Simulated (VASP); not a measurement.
# Si3N4 (P6_3/m) in VASP: notebook, part 2 of 2

VASP 6.6.1. Earlier steps stand in the parts before.

## Step 3: Single point, PBEsol

This run uses another cell than the first one, of 10.47 Å³/atom, 1.007 times its volume.

Contents of INCAR:

```
PREC = Accurate ; ENCUT = 520
EDIFF = 1E-6 ; ISMEAR = 0
SIGMA = 0.02 ; LREAL = False
LASPH = True ; NELM = 100
ALGO = Normal ; ISIF = 2
LWAVE = False ; LCHARG = False
GGA = PS ; NBANDS = 45
```

Contents of KPOINTS:

```
Automatic mesh
0
Gamma
  6 6 8
```

Contents of POSCAR:

```
Si3N4
1.0
    7.6240704983      0.0000000000      0.0000000000
   -3.8120352492      6.6026387318      0.0000000000
    0.0000000000      0.0000000000      2.9105865362
Si N
6 8
Direct
    0.7675675688      0.1739276530      0.2500000000
    0.5936399158      0.7675675688      0.7500000000
    0.8260723470      0.5936399158      0.2500000000
    0.2324324312      0.8260723470      0.7500000000
    0.4063600842      0.2324324312      0.2500000000
    0.1739276530      0.4063600842      0.7500000000
    0.0296346242      0.3300010218      0.2500000000
    0.6996336024      0.0296346242      0.7500000000
    0.6699989782      0.6996336024      0.2500000000
    0.9703653758      0.6699989782      0.7500000000
    0.3003663976      0.9703653758      0.2500000000
    0.3300010218      0.3003663976      0.7500000000
    0.6666666667      0.3333333333      0.2500000000
    0.3333333333      0.6666666667      0.7500000000
```

Potentials or basis: VASP PAW PBE potentials, release 64 (Si, N).

Launch:

```sh
$ cat potpaw_PBE.64/Si/POTCAR potpaw_PBE.64/N/POTCAR > POTCAR
$ mpirun -np 1 vasp_std > vasp.out
```

OUTCAR:

```text
PREC = Accurate
   ENCUT = 520
   EDIFF = 1E-6
   ISMEAR = 0
   LREAL = False
   LASPH = True
   NELM = 100
   ISIF = 2
   GGA = PS

 ion  position               nearest neighbor table
   1  0.768  0.174  0.250-  13 1.73   8 1.74   8 1.74   7 1.74   5 3.00   3 3.00   6 3.06   6 3.06
                             2 3.06   2 3.06
   2  0.594  0.768  0.750-  14 1.73   9 1.74   9 1.74   8 1.74   6 3.00   4 3.00   3 3.06   3 3.06
                             1 3.06   1 3.06
   3  0.826  0.594  0.250-  13 1.73  10 1.74  10 1.74   9 1.74   5 3.00   1 3.00   4 3.06   4 3.06
                             2 3.06   2 3.06
   4  0.232  0.826  0.750-  14 1.73  11 1.74  11 1.74  10 1.74   2 3.00   6 3.00   3 3.06   3 3.06
                             5 3.06   5 3.06
   5  0.406  0.232  0.250-  13 1.73  12 1.74  12 1.74  11 1.74   3 3.00   1 3.00   6 3.06   6 3.06
                             4 3.06   4 3.06
   6  0.174  0.406  0.750-  14 1.73   7 1.74   7 1.74  12 1.74   2 3.00   4 3.00   1 3.06   1 3.06
                             5 3.06   5 3.06
   7  0.030  0.330  0.250-   6 1.74   6 1.74   1 1.74
   8  0.700  0.030  0.750-   1 1.74   1 1.74   2 1.74
[... 1359 lines left out ...]
  FORCE on cell =-STRESS in cart. coord.  units (eV):
  Direction    XX          YY          ZZ          XY          YZ          ZX
  --------------------------------------------------------------------------------------
  -------------------------------------------------------------------------------------
  Total        0.2289575      0.2289575      0.1841900     -0.0000001     -0.0000000      0.0000000
  in kB        2.5036898      2.5036898      2.0141488     -0.0000012     -0.0000000      0.0000000
  external PRESSURE =       2.3405095 kB  Pullay stress =       0.0000000 kB

 VOLUME and BASIS-vectors are now :
 -----------------------------------------------------------------------------
  energy-cutoff  :      520.00
  volume of cell :      146.52
      direct lattice vectors                 reciprocal lattice vectors
     7.624070498  0.000000000  0.000000000     0.131163530  0.075727299  0.000000000
    -3.812035249  6.602638732  0.000000000     0.000000000  0.151454599  0.000000000
     0.000000000  0.000000000  2.910586536     0.000000000  0.000000000  0.343573361

 POSITION                                       TOTAL-FORCE (eV/Angst)
 -----------------------------------------------------------------------------------
      5.18897      1.14838      0.72765         0.000017      0.003204      0.000000
      1.59996      5.06797      2.18294        -0.002766      0.001617      0.000000
      4.03506      3.91959      0.72765        -0.002783     -0.001587     -0.000000
     -1.37694      5.45426      2.18294        -0.000017     -0.003204      0.000000
      2.21208      1.53467      0.72765         0.002766     -0.001617     -0.000000
     -0.22302      2.68305      2.18294         0.002783      0.001587      0.000000
     -1.03204      2.17888      0.72765        -0.006143     -0.004861     -0.000000
      5.22109      0.19567      2.18294         0.001139     -0.007751     -0.000000
      2.44109      4.61943      0.72765         0.007281     -0.002889      0.000000
      4.84407      4.42376      2.18294         0.006143      0.004861      0.000000
     -1.40905      6.40697      0.72765        -0.001139      0.007751      0.000000
      1.37094      1.98321      2.18294        -0.007281      0.002889      0.000000
      3.81204      2.20088      0.72765        -0.000000     -0.000000     -0.000000
     -0.00000      4.40176      2.18294        -0.000000     -0.000000      0.000000
 -----------------------------------------------------------------------------------
    total drift:                                0.000000      0.000000      0.000000

  FREE ENERGIE OF THE ION-ELECTRON SYSTEM (eV)
  ---------------------------------------------------
  free  energy   TOTEN  =      -120.3860968376 eV

  energy  without entropy=     -120.3860968376  energy(sigma->0) =     -120.38609684
```

OSZICAR:

```text
N       E                     dE             d eps       ncg     rms          rms(c)
DAV:   1     0.278621540265E+03    0.27862E+03   -0.31650E+04  3600   0.132E+03
DAV:   2    -0.112879693048E+03   -0.39150E+03   -0.37118E+03  4623   0.279E+02
DAV:   3    -0.135821439429E+03   -0.22942E+02   -0.22776E+02  4552   0.707E+01
DAV:   4    -0.136182709906E+03   -0.36127E+00   -0.36016E+00  4560   0.951E+00
DAV:   5    -0.136191270945E+03   -0.85610E-02   -0.85534E-02  4417   0.141E+00    0.289E+01
DAV:   6    -0.120731928811E+03    0.15459E+02   -0.53813E+01  4337   0.292E+01    0.133E+01
DAV:   7    -0.120502803475E+03    0.22913E+00   -0.27714E+00  4456   0.678E+00    0.618E+00
DAV:   8    -0.120397198466E+03    0.10561E+00   -0.16785E-01  4419   0.201E+00    0.199E+00
DAV:   9    -0.120384048163E+03    0.13150E-01   -0.30249E-02  4608   0.870E-01    0.291E-01
DAV:  10    -0.120385546331E+03   -0.14982E-02   -0.33560E-03  4091   0.261E-01    0.158E-01
DAV:  11    -0.120386029140E+03   -0.48281E-03   -0.78686E-04  4224   0.137E-01    0.245E-02
DAV:  12    -0.120386069953E+03   -0.40813E-04   -0.51793E-05  4456   0.380E-02    0.109E-02
DAV:  13    -0.120386091584E+03   -0.21631E-04   -0.22347E-05  3993   0.210E-02    0.505E-03
DAV:  14    -0.120386096020E+03   -0.44362E-05   -0.43613E-06  4144   0.977E-03    0.290E-03
DAV:  15    -0.120386096838E+03   -0.81762E-06   -0.20466E-06  3363   0.555E-03
   1 F= -.12038610E+03 E0= -.12038610E+03  d E =-.121493E-15
```

It took 4.2 min on 1 thread of Intel Xeon Platinum 8259CL at 2.50GHz (Skylake/Cascade Lake), shared host; peak memory 0.38 GiB.

What came out:

```
Free energy            : -120.3861 eV
Pressure               : 0.2 GPa
Largest force          : 0.008 eV/Å
Band gap on the k mesh : 4.19 eV, indirect (least direct gap 4.38 eV)
```

Forces on the atoms (eV/Å):
```
Si   0.000  0.003  0.000
Si  -0.003  0.002  0.000
Si  -0.003 -0.002  0.000
Si   0.000 -0.003  0.000
Si   0.003 -0.002  0.000
Si   0.003  0.002  0.000
N   -0.006 -0.005  0.000
N    0.001 -0.008  0.000
N    0.007 -0.003  0.000
N    0.006  0.005  0.000
N   -0.001  0.008  0.000
N   -0.007  0.003  0.000
N    0.000  0.000  0.000
N    0.000  0.000  0.000
```

Caveat: the PAW data sets were made with another functional, which shifts forces and pressure a little. A k mesh can miss the band edges.

## Step 4: Single point, PBEsol

This run uses another cell than the first one, of 10.47 Å³/atom, 1.007 times its volume.

Contents of INCAR:

```
PREC = Accurate
ENCUT = 520
EDIFF = 1E-7
ISMEAR = 0
SIGMA = 0.01
LREAL = F
LASPH = T
NELM = 100
ALGO = Normal
ISIF = 2
LWAVE = F
LCHARG = F
GGA = PS
NBANDS = 45
```

Contents of KPOINTS:

```
regular mesh
0
Gamma
  6 6 8
```

Contents of POSCAR:

```
Si3N4
1.0
    7.6246472077      0.0000000000      0.0000000000
   -3.8123236039      6.6031381768      0.0000000000
    0.0000000000      0.0000000000      2.9104789350
Si N
6 8
Direct
    0.7675713973      0.1739465952      0.2500000000
    0.5936248021      0.7675713973      0.7500000000
    0.8260534048      0.5936248021      0.2500000000
    0.2324286027      0.8260534048      0.7500000000
    0.4063751979      0.2324286027      0.2500000000
    0.1739465952      0.4063751979      0.7500000000
    0.0296263416      0.3299987759      0.2500000000
    0.6996275657      0.0296263416      0.7500000000
    0.6700012241      0.6996275657      0.2500000000
    0.9703736584      0.6700012241      0.7500000000
    0.3003724343      0.9703736584      0.2500000000
    0.3299987759      0.3003724343      0.7500000000
    0.6666666667      0.3333333333      0.2500000000
    0.3333333333      0.6666666667      0.7500000000
```

Potentials or basis: VASP PAW PBE potentials, release 64 (Si, N).

Launch:

```sh
$ cat potpaw_PBE.64/Si/POTCAR potpaw_PBE.64/N/POTCAR > POTCAR
$ mpirun -np 1 vasp_std > vasp.out
```

OUTCAR:

```text
PREC = Accurate
   ENCUT = 520
   EDIFF = 1E-7
   ISMEAR = 0
   LREAL = F
   LASPH = T
   NELM = 100
   ISIF = 2
   GGA = PS

 ion  position               nearest neighbor table
   1  0.768  0.174  0.250-  13 1.73   8 1.74   8 1.74   7 1.74   5 3.00   3 3.00   6 3.06   6 3.06
                             2 3.06   2 3.06
   2  0.594  0.768  0.750-  14 1.73   9 1.74   9 1.74   8 1.74   6 3.00   4 3.00   3 3.06   3 3.06
                             1 3.06   1 3.06
   3  0.826  0.594  0.250-  13 1.73  10 1.74  10 1.74   9 1.74   5 3.00   1 3.00   4 3.06   4 3.06
                             2 3.06   2 3.06
   4  0.232  0.826  0.750-  14 1.73  11 1.74  11 1.74  10 1.74   2 3.00   6 3.00   3 3.06   3 3.06
                             5 3.06   5 3.06
   5  0.406  0.232  0.250-  13 1.73  12 1.74  12 1.74  11 1.74   3 3.00   1 3.00   6 3.06   6 3.06
                             4 3.06   4 3.06
   6  0.174  0.406  0.750-  14 1.73   7 1.74   7 1.74  12 1.74   2 3.00   4 3.00   1 3.06   1 3.06
                             5 3.06   5 3.06
   7  0.030  0.330  0.250-   6 1.74   6 1.74   1 1.74
   8  0.700  0.030  0.750-   1 1.74   1 1.74   2 1.74
   9  0.670  0.700  0.250-   2 1.74   2 1.74   3 1.74
  10  0.970  0.670  0.750-   3 1.74   3 1.74   4 1.74
  11  0.300  0.970  0.250-   4 1.74   4 1.74   5 1.74
  12  0.330  0.300  0.750-   5 1.74   5 1.74   6 1.74
  13  0.667  0.333  0.250-   1 1.73   3 1.73   5 1.73
  14  0.333  0.667  0.750-   4 1.73   6 1.73   2 1.73

  LATTYP: Found a hexagonal cell.
 ALAT       =     7.6246472077
 C/A-ratio  =     0.3817198168

  Lattice vectors:

 A1 = (   7.6246472077,   0.0000000000,   0.0000000000)
 A2 = (  -3.8123236039,   6.6031381768,   0.0000000000)
 A3 = (   0.0000000000,   0.0000000000,   2.9104789350)

Analysis of symmetry for initial positions (statically):
=====================================================================
 Subroutine PRICEL returns:
 Original cell was already a primitive cell.

[... 182 lines left out ...]
 maximum number of plane-waves:      3972
 NGX is ok and might be reduce to    60
   NGX = 29   NGY = 29   NGZ = 11

 number of electron      63.9999992 magnetization

 Free energy of the ion-electron system (eV)
  ---------------------------------------------------
  ext. energy  EPLUGINS =         0.00000000
  ---------------------------------------------------
  free energy    TOTEN  =      -120.38613947 eV

  energy without entropy =     -120.38613947  energy(sigma->0) =     -120.38613947

 E-fermi :   6.7085     XC(G=0): -10.9916

 val. band max:        6.6046363386   @ k =   0.0000   0.0000   0.1250
 cond. band min:      10.7988669845   @ k =   0.0000   0.0000   0.0000
 fundamental gap:      4.1942306458
 Fermi energy:         6.7084792971

 k-point     1 :       0.0000    0.0000    0.0000
  band No.  band energies     occupation
      1     -11.5473      2.00000
      2     -10.0714      2.00000
      3     -10.0714      2.00000
      4      -9.4488      2.00000
      5      -9.3083      2.00000
      6      -9.3083      2.00000
[... 1117 lines left out ...]
     43      14.7521      0.00000
     44      14.7521      0.00000

 [... further k-points ...]

 [bands above 44 left out]

------------------------ aborting loop because EDIFF is reached ----------------------------------------

  FORCE on cell =-STRESS in cart. coord.  units (eV):
  Direction    XX          YY          ZZ          XY          YZ          ZX
  --------------------------------------------------------------------------------------
  -------------------------------------------------------------------------------------
  Total        0.1993924      0.1993924      0.1754623     -0.0000001      0.0000000      0.0000000
  in kB        2.1801413      2.1801413      1.9184908     -0.0000012      0.0000000      0.0000000
  external PRESSURE =       2.0929245 kB  Pullay stress =       0.0000000 kB

 VOLUME and BASIS-vectors are now :
 -----------------------------------------------------------------------------
  energy-cutoff  :      520.00
  volume of cell :      146.53
      direct lattice vectors                 reciprocal lattice vectors
     7.624647208  0.000000000  0.000000000     0.131153609  0.075721572  0.000000000
    -3.812323604  6.603138177  0.000000000     0.000000000  0.151443143  0.000000000
     0.000000000  0.000000000  2.910478935     0.000000000  0.000000000  0.343586063

 POSITION                                       TOTAL-FORCE (eV/Angst)
 -----------------------------------------------------------------------------------
      5.18932      1.14859      0.72762         0.002146     -0.000582      0.000000
      1.59995      5.06838      2.18286         0.001577      0.001568     -0.000000
      4.03528      3.91979      0.72762        -0.000569      0.002149     -0.000000
     -1.37700      5.45454      2.18286        -0.002146      0.000582     -0.000000
      2.21237      1.53476      0.72762        -0.001577     -0.001568     -0.000000
     -0.22295      2.68335      2.18286         0.000569     -0.002149      0.000000
     -1.03217      2.17903      0.72762        -0.004346     -0.002748     -0.000000
      5.22147      0.19563      2.18286         0.000207     -0.005137      0.000000
      2.44132      4.61974      0.72762         0.004553     -0.002389     -0.000000
      4.84450      4.42411      2.18286         0.004346      0.002748      0.000000
     -1.40914      6.40751      0.72762        -0.000207      0.005137      0.000000
      1.37101      1.98340      2.18286        -0.004553      0.002389     -0.000000
      3.81232      2.20105      0.72762        -0.000000      0.000000      0.000000
     -0.00000      4.40209      2.18286        -0.000000      0.000000     -0.000000
 -----------------------------------------------------------------------------------
    total drift:                               -0.000000      0.000000      0.000000

  FREE ENERGIE OF THE ION-ELECTRON SYSTEM (eV)
  ---------------------------------------------------
  free  energy   TOTEN  =      -120.3861394701 eV

  energy  without entropy=     -120.3861394701  energy(sigma->0) =     -120.38613947
```

stdout:

```text
POSCAR found type information on POSCAR SiN
 POSCAR found :  2 types and      14 ions
 scaLAPACK will be used
 -----------------------------------------------------------------------------
|                                                                             |
|                                                                             |
|     You enforced a specific xc type in the INCAR file but a different       |
|     I HOPE YOU KNOW WHAT YOU ARE DOING!                                     |
|                                                                             |
 -----------------------------------------------------------------------------

 LDA part: xc-table for (Slater+PW92), standard interpolation
 POSCAR, INCAR and KPOINTS ok, starting setup
 FFT: planning ... GRIDC
 FFT: planning ... GRID_SOFT
 FFT: planning ... GRID
 WAVECAR not read
 entering main loop
```

Wall time 4.7 min (1 thread of Intel Xeon Platinum 8259CL at 2.50GHz (Skylake/Cascade Lake), shared host); peak memory 0.38 GiB.

Results:

```
Free energy            : -120.3861 eV
Pressure               : 0.2 GPa
Largest force          : 0.005 eV/Å
Band gap on the k mesh : 4.19 eV, indirect (least direct gap 4.38 eV)
```

Forces in eV/Å, atoms in the order of the input:
```
Si   0.002 -0.001  0.000
Si   0.002  0.002  0.000
Si  -0.001  0.002  0.000
Si  -0.002  0.001  0.000
Si  -0.002 -0.002  0.000
Si   0.001 -0.002  0.000
N   -0.004 -0.003  0.000
N    0.000 -0.005  0.000
N    0.005 -0.002  0.000
N    0.004  0.003  0.000
N    0.000  0.005  0.000
N   -0.005  0.002  0.000
N    0.000  0.000  0.000
N    0.000  0.000  0.000
```

Levels at points of the mesh, in eV from the valence-band top:
| k point | band 30 | band 31 | band 32 | band 33 | band 34 | band 35 |
| --- | --- | --- | --- | --- | --- | --- |
| (0.00, 0.00, 0.00) | -0.46 | -0.37 | -0.19 | 4.19 | 4.61 | 4.79 |
| (0.50, 0.00, 0.00) | -0.76 | -0.32 | -0.25 | 4.50 | 4.60 | 4.75 |
| (0.00, 0.00, 0.50) | -1.62 | -1.36 | -1.36 | 4.55 | 4.55 | 4.55 |
| (0.50, 0.00, 0.50) | -1.49 | -1.05 | -1.05 | 4.64 | 4.64 | 5.71 |

Caveat: the PAW data sets were made with another functional, which shifts forces and pressure a little.

## Step 5: Overview

```tsv
cell	k mesh	smearing	gap on the mesh (eV)	pressure (GPa)	largest force (eV/Å)
a = 7.604, b = 7.604, c = 2.906 Å, angles 90.0, 90.0, 120.0°, 14 atoms	3 × 3 × 6	gaussian 0.1 eV	4.18	2.0	0.05
a = 7.624, b = 7.624, c = 2.911 Å, angles 90.0, 90.0, 120.0°, 14 atoms	6 × 6 × 8	gaussian 0.02 eV	4.19	0.2	0.01
a = 7.625, b = 7.625, c = 2.910 Å, angles 90.0, 90.0, 120.0°, 14 atoms	6 × 6 × 8	gaussian 0.01 eV	4.19	0.2	0.01
```

Alike in all rows: task single point; level PBEsol; potentials or basis VASP PAW PBE potentials, release 64 (Si, N); no spin polarisation; cutoff (eV) 520.

Caveats: the PAW data sets were made with another functional, which shifts forces and pressure a little.

Total energies depend on the potentials used, so only differences within one code and one set of settings carry meaning.
